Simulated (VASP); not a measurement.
Ag3B4, 7 atoms in the cell. Symmetry: P-3m1, No. 164, trigonal system. The conventional cell has a = 3.397 Å, b = 3.397 Å, c = 10.079 Å, α = 90.00°, β = 90.00°, γ = 120.00°. Within 3.7 Å of Ag (site symmetry -3m) lie 12 Ag at 2.81 to 3.40 Å. Within 3.7 Å of Ag (site symmetry 3m) lie 9 Ag at 2.81 to 3.40 Å and 6 B at 3.18 to 3.61 Å. Within 2.3 Å of B (site symmetry 2/m) lie 6 B at 1.70 Å. B (site symmetry -3m) has 6 B at 1.70 Å within 2.3 Å. The cell was generated, and may not be a known phase.

```yaml
Program: VASP 6.6.1
Task: single point
Functional: PBE
Potentials_or_basis: VASP PAW PBE potentials, release 64 (Ag, B)
Cutoff: 520 eV
k_mesh: 6 × 6 × 4
Occupations: gaussian, width 0.1 eV
Spin: no spin polarisation
Dipole_correction: no
Further_INCAR_settings: ALGO = Normal; EDIFF = 1e-06; NBANDS = 32
```

Potentials or basis: VASP PAW PBE potentials, release 64 (Ag, B).

Launch:

```sh
$ cat potpaw_PBE.64/Ag/POTCAR potpaw_PBE.64/B/POTCAR > POTCAR
$ mpirun -np 1 vasp_std > vasp.out
```

Hardware: 1 thread of Intel(R) Xeon(R) Platinum 8259CL CPU @ 2.50GHz (Skylake/Cascade Lake) (shared host).

Q: How long does it take, and how much memory?

A: Run time: 110 s on 1 thread of Intel(R) Xeon(R) Platinum 8259CL CPU @ 2.50GHz (Skylake/Cascade Lake), on a shared host, peak memory 0.26 GiB. Counts: scf iterations 15, k points 24.
